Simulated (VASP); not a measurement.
# Ir (Fm-3m) in VASP: further runs, part 2 of 2

VASP 6.6.1. Earlier steps stand in the parts before.

## (4) Single point, RPBE (volume scaled by 1.12)

Input file INCAR:

```
SYSTEM = Ir
PREC = Accurate
ENCUT = 520
EDIFF = 1E-6
ISMEAR = -1
SIGMA = 0.1
LREAL = .False.
LASPH = .True.
NELM = 80
ALGO = Normal
ISIF = 2
LWAVE = .False.
LCHARG = .True.
GGA = RP
LELF = .True.
LVHAR = .True.
NBANDS = 10
```

Input file KPOINTS:

```
Automatic mesh
0
Gamma
  23 23 23
  0 0 0
```

Input file POSCAR:

```
Ir
1.0
    0.0000000000      2.0188285236      2.0188285236
    2.0188285236      0.0000000000      2.0188285236
    2.0188285236      2.0188285236      0.0000000000
Ir
1
Direct
    0.0000000000      0.0000000000      0.0000000000
```

Run with:

```bash
cat potpaw_PBE.64/Ir/POTCAR > POTCAR
mpirun -np 1 vasp_std > vasp.out
```

Run time: 18 s. Hardware: 1 thread of Intel Xeon 6975P-C (Granite Rapids), shared host; peak memory 0.19 GiB.

The run converged. Its results:

| Item | Value |
| --- | --- |
| Free energy | -8.0365 eV |
| Pressure | -27.8 GPa |

Levels at points of the mesh, in eV from the Fermi level:
```
           k point  band 1  band 2  band 3  band 4  band 5  band 6  band 7  band 8  band 9
(0.00, 0.00, 0.00)   -9.50   -3.03   -3.03   -3.03   -0.94   -0.94   14.54   19.27   19.27
```

Caveat: the cell differs from its parent crystal (volume scaled by 1.12); the PAW data sets were made with another functional, which shifts forces and pressure a little; spin-orbit coupling is left out, which moves the levels of the heavy elements.

## (5) Single point, RPBE, non-collinear spin, zero start, spin-orbit coupling

This run uses another cell than the first one, of 14.69 Å³/atom, 0.962 times its volume.

Input file INCAR:

```
SYSTEM = Ir
PREC = Accurate
ENCUT = 520
EDIFF = 1E-6
ISMEAR = -1
SIGMA = 0.1
LREAL = .FALSE.
LASPH = .TRUE.
NELM = 150
ALGO = Normal
ISIF = 2
LWAVE = .FALSE.
LCHARG = .FALSE.
MAGMOM = 0 0 0
LORBIT = 11
LSORBIT = .TRUE.
GGA_COMPAT = .FALSE.
LORBMOM = .TRUE.
LMAXMIX = 4
GGA = RP
NBANDS = 20
```

Input file KPOINTS:

```
regular mesh
0
G
  14 14 14
  0 0 0
```

Input file POSCAR:

```
Ir
1.0
    0.0000000000      1.9439873055      1.9439873055
    1.9439873055      0.0000000000      1.9439873055
    1.9439873055      1.9439873055      0.0000000000
Ir
1
Direct
    0.0000000000      0.0000000000      0.0000000000
```

Potentials or basis: VASP PAW PBE potentials, release 64 (Ir).

Run with:

```bash
cat potpaw_PBE.64/Ir/POTCAR > POTCAR
mpirun -np 1 vasp_ncl > vasp.out
```

OUTCAR:

```text
SYSTEM = Ir
   PREC = Accurate
   ENCUT = 520
   EDIFF = 1E-6
   ISMEAR = -1
   LREAL = .FALSE.
   LASPH = .TRUE.
   NELM = 150
   ISIF = 2
   LORBIT = 11
   LSORBIT = .TRUE.
   GGA = RP

 ion  position               nearest neighbor table
   1  0.000  0.000  0.000-

  LATTYP: Found a face centered cubic cell.
 ALAT       =     3.8879746110

  Lattice vectors:

 A1 = (   0.0000000000,   1.9439873055,   1.9439873055)
 A2 = (   1.9439873055,   0.0000000000,   1.9439873055)
 A3 = (   1.9439873055,   1.9439873055,   0.0000000000)

Analysis of symmetry for initial positions (statically):
=====================================================================
 Subroutine PRICEL returns:
 Original cell was already a primitive cell.

 Routine SETGRP: Setting up the symmetry group for a
 face centered cubic supercell.

 Subroutine GETGRP returns: Found 48 space group operations
 (whereof 48 operations were pure point group operations)
 out of a pool of 48 trial point group operations.

The static configuration has the point symmetry O_h .

Analysis of symmetry for dynamics (positions and initial velocities):
=====================================================================
 Subroutine PRICEL returns:
 Original cell was already a primitive cell.

[... 755 lines left out ...]
  free  energy   TOTEN  =        -8.5940221262 eV

  energy  without entropy=       -8.5585811514  energy(sigma->0) =       -8.57630164

 orbital moment (x)

 # of ion     p       d       tot
 ----------------------------------------
  1         0.000   0.000   0.000
 ----------------------------------------
            0.000   0.000   0.000

 orbital moment (y)

 # of ion     p       d       tot
 ----------------------------------------
  1         0.000  -0.000  -0.000
 ----------------------------------------
            0.000  -0.000  -0.000

 orbital moment (z)

 # of ion     p       d       tot
 ----------------------------------------
  1         0.000   0.000   0.000
 ----------------------------------------
            0.000   0.000   0.000

 Spin-Orbit-Coupling matrix elements

 Ion:    1  E_soc:     -0.7860417
 l=   1
     0.0000000    -0.0370172    -0.0370172
    -0.0370172     0.0000000    -0.0370172
    -0.0370172    -0.0370172     0.0000000
 l=   2
     0.0000000    -0.0160620     0.0000000    -0.0160620    -0.0779277
    -0.0160620     0.0000000    -0.0584458    -0.0160620    -0.0194819
     0.0000000    -0.0584458     0.0000000    -0.0584458     0.0000000
    -0.0160620    -0.0160620    -0.0584458     0.0000000    -0.0194819
    -0.0779277    -0.0194819     0.0000000    -0.0194819     0.0000000
 l=   3
     0.0000000     0.0000000     0.0000000     0.0000000     0.0000000     0.0000000     0.0000000
     0.0000000     0.0000000     0.0000000     0.0000000     0.0000000     0.0000000     0.0000000
     0.0000000     0.0000000     0.0000000     0.0000000     0.0000000     0.0000000     0.0000000
     0.0000000     0.0000000     0.0000000     0.0000000     0.0000000     0.0000000     0.0000000
     0.0000000     0.0000000     0.0000000     0.0000000     0.0000000     0.0000000     0.0000000
     0.0000000     0.0000000     0.0000000     0.0000000     0.0000000     0.0000000     0.0000000
     0.0000000     0.0000000     0.0000000     0.0000000     0.0000000     0.0000000     0.0000000

 total charge

# of ion       s       p       d       tot
------------------------------------------
    1        0.655   0.708   6.917   8.280

 magnetization (x)

# of ion       s       p       d       tot
------------------------------------------
    1        0.000   0.000  -0.000   0.000

 magnetization (y)

# of ion       s       p       d       tot
------------------------------------------
    1       -0.000   0.000  -0.000  -0.000

 magnetization (z)

# of ion       s       p       d       tot
------------------------------------------
    1       -0.000   0.000   0.000  -0.000
```

stdout:

```text
POSCAR found type information on POSCAR Ir
 POSCAR found :  1 types and       1 ions
 scaLAPACK will be used
 -----------------------------------------------------------------------------
|                                                                             |
|                                                                             |
|     You enforced a specific xc type in the INCAR file but a different       |
|     I HOPE YOU KNOW WHAT YOU ARE DOING!                                     |
|                                                                             |
 -----------------------------------------------------------------------------

 LDA part: xc-table for (Slater+PW92), standard interpolation
 POSCAR, INCAR and KPOINTS ok, starting setup
 FFT: planning ... GRIDC
 FFT: planning ... GRID_SOFT
 FFT: planning ... GRID
 WAVECAR not read
 entering main loop
```

Run time: 25 s. Hardware: 1 thread of Intel Xeon 6975P-C (Granite Rapids), shared host; peak memory 0.18 GiB.

Results:

```yaml
Free_energy: -8.5940 eV
Pressure: 1.5 GPa
Net_moment: 0.00 μB per cell
Valence_electrons_inside_the_program's_atomic_spheres: Ir 8.28
```

Moments on the atoms (μB; x, y, z):
```
Ir  0.00 0.00 0.00
```

Caveat: the PAW data sets were made with another functional, which shifts forces and pressure a little.

## (6) Single point, RPBE, collinear spin, ferromagnetic start

This run uses another cell than the first one, of 14.68 Å³/atom, 0.961 times its volume.

Input file INCAR:

```
SYSTEM = Ir
PREC     = Accurate       ! precision mode
ENCUT    = 520            ! plane-wave cutoff, eV
EDIFF    = 1E-6           ! SCF threshold, eV
ISMEAR   = -1             ! smearing method
SIGMA    = 0.05           ! smearing width, eV
LREAL    = .False.        ! projectors in reciprocal space
LASPH    = .True.         ! aspherical terms in the spheres
NELM     = 150            ! most SCF steps
ALGO     = Normal         ! electronic algorithm
ISIF     = 2              ! what is computed and relaxed
LWAVE    = .False.        ! write WAVECAR
LCHARG   = .True.         ! write CHGCAR
ISPIN    = 2              ! spin polarisation
MAGMOM   = 1              ! initial moments
LORBIT   = 11             ! projections on sites
LMAXMIX  = 4              ! l up to which the mixer works
GGA      = RP             ! functional
LELF     = .True.         ! ELF
LVHAR    = .True.       
NBANDS   = 14             ! bands
```

Input file KPOINTS:

```
Automatic mesh
0
Gamma
  14 14 14
  0 0 0
```

Input file POSCAR:

```
Ir
1.0
    0.0000000000      1.9436311915      1.9436311915
    1.9436311915      0.0000000000      1.9436311915
    1.9436311915      1.9436311915      0.0000000000
Ir
1
Direct
    0.0000000000      0.0000000000      0.0000000000
```

Potentials or basis: VASP PAW PBE potentials, release 64 (Ir).

Run with:

```bash
cat potpaw_PBE.64/Ir/POTCAR > POTCAR
mpirun -np 1 vasp_std > vasp.out
```

It took 50 s on 1 thread of Intel Xeon Platinum 8259CL at 2.50GHz (Skylake/Cascade Lake), shared host; peak memory 0.15 GiB.

It converged, with:

```yaml
Free_energy: -8.1862 eV
Pressure: 0.3 GPa
Net_moment: 0.00 μB per cell
Valence_electrons_inside_the_program's_atomic_spheres: Ir 8.28
```

Levels at points of the mesh, in eV from the Fermi level:
Spin up:
| k point | band 1 | band 2 | band 3 | band 4 | band 5 | band 6 | band 7 | band 8 | band 9 |
| --- | --- | --- | --- | --- | --- | --- | --- | --- | --- |
| (0.00, 0.00, 0.00) | -10.60 | -3.57 | -3.57 | -3.57 | -1.04 | -1.04 | 14.46 | 19.85 | 19.85 |
| (0.50, 0.00, 0.00) | -7.60 | -3.66 | -3.66 | -0.56 | 0.92 | 0.92 | 7.01 | 14.00 | 19.57 |
| (0.50, 0.50, 0.00) | -7.39 | -6.84 | 0.89 | 1.47 | 1.47 | 1.81 | 10.14 | 11.64 | 11.64 |
Spin down:
```tsv
k point	band 1	band 2	band 3	band 4	band 5	band 6	band 7	band 8
(0.00, 0.00, 0.00)	-10.60	-3.57	-3.57	-3.57	-1.04	-1.04	14.46	19.85
(0.50, 0.00, 0.00)	-7.60	-3.66	-3.66	-0.56	0.92	0.92	7.01	14.00
(0.50, 0.50, 0.00)	-7.39	-6.84	0.89	1.47	1.47	1.81	10.14	11.64
```

Caveat: the PAW data sets were made with another functional, which shifts forces and pressure a little; spin-orbit coupling is left out, which moves the levels of the heavy elements.

## (7) The runs side by side

```tsv
spin	cell	k mesh	smearing	gap on the mesh (eV)	pressure (GPa)	moment (μB)
off	a = 2.785 Å, angles 60.0°, 1 atom	23 × 23 × 23	fermi-dirac 0.1 eV	none	-11.6	-
off	a = 2.821 Å, angles 60.0°, 1 atom	23 × 23 × 23	fermi-dirac 0.1 eV	none	-20.7	-
off	a = 2.855 Å, angles 60.0°, 1 atom	23 × 23 × 23	fermi-dirac 0.1 eV	none	-27.8	-
non-collinear, zero start, SOC	a = 2.749 Å, angles 60.0°, 1 atom	14 × 14 × 14	fermi-dirac 0.1 eV	-	1.5	0.00
collinear, ferromagnetic start	a = 2.749 Å, angles 60.0°, 1 atom	14 × 14 × 14	fermi-dirac 0.05 eV	none	0.3	0.00
```

Alike in all rows: task single point; level RPBE; potentials or basis VASP PAW PBE potentials, release 64 (Ir); cutoff (eV) 520.

Caveats: the PAW data sets were made with another functional, which shifts forces and pressure a little; spin-orbit coupling is left out, which moves the levels of the heavy elements (some runs).

Absolute energies hang on the potentials; compare differences alone.
